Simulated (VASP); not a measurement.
The system is SiSn4.

```
CELL_PARAMETERS angstrom
3.07853 1.77739 5.39226
-3.07853 1.77739 5.39226
0.00000 -3.55478 5.39226
ATOMIC_POSITIONS crystal
Si 0.50000 0.50000 0.50000
Sn 0.00000 0.00000 0.50000
Sn 0.50000 0.00000 0.00000
Sn 0.00000 0.50000 0.00000
Sn 0.00000 0.00000 0.00000
```

```yaml
Program: VASP 6.6.1
Task: relaxation of cell and atoms
Functional: PBE
Potentials_or_basis: VASP PAW PBE potentials, release 64 (Si, Sn_d)
Cutoff: 600 eV
k_mesh: 6 × 6 × 6
Occupations: gaussian, width 0.1 eV
Spin: no spin polarisation
```

At the start: pressure -0.5 GPa; volume 35.41 Å³/atom.

Task: How do energy, volume and symmetry change on relaxing?

Result: Over 6 steps the energy falls by 16.3 meV/atom and the volume is 34.11 Å³/atom (-3.6 %); space group R-3m (No. 166, to 0.05 Å).

Step by step:
```csv
step,energy change (eV),largest force (eV/Å),pressure (GPa),volume (Å³)
1,0.0000,0.0000,-0.52,177.03
2,-0.0488,0.0000,-0.27,174.08
3,-0.0778,0.0000,0.15,170.45
4,-0.0797,0.0000,0.33,169.16
5,-0.0813,0.0000,-0.12,171.11
6,-0.0816,0.0000,0.00,170.57
```

Final structure:
```xyz
5
Lattice="3.1197 1.8012 5.0592 -3.1197 1.8012 5.0592 0.0000 -3.6023 5.0592" Properties=species:S:1:pos:R:3 pbc="T T T"
Si    0.0000    0.0000    7.5888
Sn    0.0000   -1.8012    2.5296
Sn    1.5599    0.9006    2.5296
Sn    1.5599    2.7018    7.5888
Sn    3.1197   -1.8012   10.1184
```
